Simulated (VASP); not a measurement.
Set up this calculation in VASP 6.6.1, as the native input.

```
Task                   : single point
Functional             : PBEsol
Potentials or basis    : VASP PAW PBE potentials, release 64 (Ge_d, Co)
Cutoff                 : 520 eV
k mesh                 : 6 × 6 × 6
Occupations            : gaussian, width 0.1 eV
Spin                   : no spin polarisation
Dipole correction      : no
Further INCAR settings : ALGO = Normal; EDIFF = 1e-07; NBANDS = 34
```

The structure of CoGe3 lies in POSCAR:

```
CoGe3
1.0
    3.9309067800      0.0000000000      0.0000000000
    0.0000000000      3.9309067800      0.0000000000
    0.0000000000      0.0000000000      3.9309067800
Ge Co
3 1
Direct
    0.0000000000      0.5000000000      0.5000000000
    0.5000000000      0.0000000000      0.5000000000
    0.5000000000      0.5000000000      0.0000000000
    0.0000000000      0.0000000000      0.0000000000
```

The input as run:

INCAR

```
SYSTEM = CoGe3
PREC = Accurate
ENCUT = 520
EDIFF = 1E-7
ISMEAR = 0
SIGMA = 0.1
LREAL = .FALSE.
LASPH = .TRUE.
NELM = 100
ALGO = Normal
ISIF = 2
LWAVE = .FALSE.
LCHARG = .FALSE.
GGA = PS
NBANDS = 34
```

KPOINTS

```
regular mesh
0
G
  6 6 6
  0 0 0
```

Potentials or basis: VASP PAW PBE potentials, release 64 (Ge_d, Co).

Run with:

```bash
$ cat potpaw_PBE.64/Ge_d/POTCAR potpaw_PBE.64/Co/POTCAR > POTCAR
$ mpirun -np 1 vasp_std > vasp.out
```

It gave:

- Pressure: 0.3 GPa

Caveat: the PAW data sets were made with another functional, which shifts forces and pressure a little.

It took 42 s on 1 thread of Intel(R) Xeon(R) Platinum 8488C (Sapphire Rapids), on a shared host, peak memory 0.18 GiB.
